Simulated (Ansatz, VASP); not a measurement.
## Na2C3 in VASP and in Ansatz

```xyz
5
Lattice="2.0652 1.1923 6.2787 -2.0652 1.1923 6.2787 0.0000 -2.3846 6.2787" Properties=species:S:1:pos:R:3 pbc="T T T"
Na    0.0000    0.0000   17.0965
Na    0.0000    0.0000    1.7397
C     0.0000   -1.1923    3.1394
C     1.0326    0.5962    3.1394
C    -1.0326    0.5962    3.1394
```

Alike in both runs: task relaxation of cell and atoms; functional PBE; k mesh 6 × 6 × 6; occupations gaussian, width 0.1 eV; no spin polarisation.

|  | VASP | Ansatz |
| --- | --- | --- |
| version | VASP 6.6.1 | Ansatz 0.2.0 |
| potentials or method | VASP PAW PBE potentials, release 64 (Na_pv, C), cutoff 600 eV | scalar-relativistic, plane waves, PAW |
| valence electrons in the cell | 26 | 30 |

Ansatz gave:

```
gap on the k mesh at the Fermi level, each at its own relaxed structure (eV) : none
relaxed volume (Å³/atom)                                                     : 15.90
relaxed cell length with the largest relative difference (Å)                 : 8.743
```

Question: Estimate VASP's values.

Answer: gap on the k mesh at the Fermi level, each at its own relaxed structure (eV): none; relaxed volume (Å³/atom): 15.51; relaxed cell length with the largest relative difference (Å): 8.529.

A gap of «none» marks a metal or a gap that the smearing closes. VASP's potentials hold 26 valence electrons a cell and Ansatz's 30, so a difference there can come from the potentials and not from the codes.

Noted on VASP's run: the volume moved by over 15 % at a fixed basis, so the end points are rough.
